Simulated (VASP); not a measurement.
**MgSiC2: relaxation of cell and atoms with PBE**

MgSiC2:

```xyz
4
Lattice="1.6433 0.9488 5.3692 -1.6433 0.9488 5.3692 0.0000 -1.8976 5.3692" Properties=species:S:1:pos:R:3 pbc="T T T"
Mg    0.0000    0.0000    8.0537
Si    0.0000    0.0000    0.0000
C     0.0000    0.0000    4.1090
C     0.0000    0.0000   11.9985
```

The cell was built from a structure type or drawn by symmetry, and may not be a known phase.

| Quantity | Value |
| --- | --- |
| Program | VASP 6.6.1 |
| Task | relaxation of cell and atoms |
| Functional | PBE |
| Potentials or basis | VASP PAW PBE potentials, release 64 (Mg, Si, C) |
| Cutoff | 600 eV |
| k mesh | 6 × 6 × 6 |
| Occupations | gaussian, width 0.1 eV |
| Spin | no spin polarisation |
| Dipole correction | no |
| Further INCAR settings | ALGO = Normal; EDIFF = 1e-06; IBRION = 2; EDIFFG = -0.04; NSW = 90; ISIF = 3 |

```
Relaxed volume                        : 10.06 Å³/atom
Relaxed cell                          : a = 5.425 Å, b = 5.425 Å, c = 5.425 Å, α = 32.18°, β = 32.18°, γ = 32.18°
Space group after relaxing (to 0.1 Å) : R-3m (No. 166)
Energy gained by relaxing             : 356.8 meV/atom
Ionic steps                           : 9
Pressure after relaxing               : -0.4 GPa
Largest force after relaxing          : 0.026 eV/Å
Band gap on the k mesh                : zero (bands 7 and 8 overlap by 1.50 eV)
```

Forces in eV/Å, atoms in the order of the input:
```
Mg   0.000  0.000  0.000
Si   0.000  0.000  0.000
C    0.000  0.000  0.026
C    0.000  0.000 -0.026
```

The path:
| step | energy change (eV) | largest force (eV/Å) | pressure (GPa) | volume (Å³) |
| --- | --- | --- | --- | --- |
| 1 | 0.0000 | 2.1729 | -24.64 | 50.23 |
| 2 | -1.2904 | 0.6895 | 11.35 | 37.45 |
| 3 | -1.3320 | 1.0362 | 3.15 | 38.94 |
| 4 | -1.4151 | 0.1255 | 2.32 | 39.46 |
| 5 | -1.4193 | 0.1070 | 2.22 | 39.61 |
| 6 | -1.4236 | 0.0026 | -1.37 | 40.44 |
| 7 | -1.4243 | 0.0282 | -0.43 | 40.22 |
| 8 | -1.4266 | 0.0101 | -0.41 | 40.23 |
| 9 | -1.4271 | 0.0262 | -0.42 | 40.24 |

Final structure:
```yaml
crystal:
  lattice:
    - [1.50331, 0.86794, 5.13969]
    - [-1.50331, 0.86794, 5.13969]
    - [0.00000, -1.73588, 5.13969]
  atoms:
    - { symbol: Mg, position: [0.50000, 0.50000, 0.50000] }
    - { symbol: Si, position: [0.00000, 0.00000, 0.00000] }
    - { symbol: C, position: [0.26492, 0.26492, 0.26492] }
    - { symbol: C, position: [0.73508, 0.73508, 0.73508] }
```

Levels at points of the mesh, in eV from the Fermi level:
| k point | band 3 | band 4 | band 5 | band 6 | band 7 | band 8 | band 9 | band 10 | band 11 |
| --- | --- | --- | --- | --- | --- | --- | --- | --- | --- |
| (0.00, 0.00, 0.00) | -6.64 | 0.14 | 0.14 | 0.86 | 0.86 | 1.28 | 6.75 | 6.77 | 8.30 |
| (0.50, 0.00, 0.00) | -6.62 | -5.40 | -2.38 | -2.34 | -1.82 | 0.15 | 3.75 | 6.96 | 8.33 |
| (0.50, 0.50, 0.00) | -7.15 | -6.03 | -2.49 | -1.66 | 0.09 | 0.42 | 3.19 | 5.09 | 6.62 |
| (0.50, 0.50, 0.50) | -3.48 | -2.21 | 0.29 | 0.29 | 0.67 | 0.67 | 6.86 | 7.16 | 8.37 |

Run time: 8.6 min on 1 thread of AMD EPYC 7R13, on a shared host, peak memory 0.35 GiB.

Caveat: the k points lie up to 0.41 Å⁻¹ apart in the final cell, too coarse for converged energies and pressures of a metal; the volume moved by over 15 % at a fixed basis, so the end points are rough.
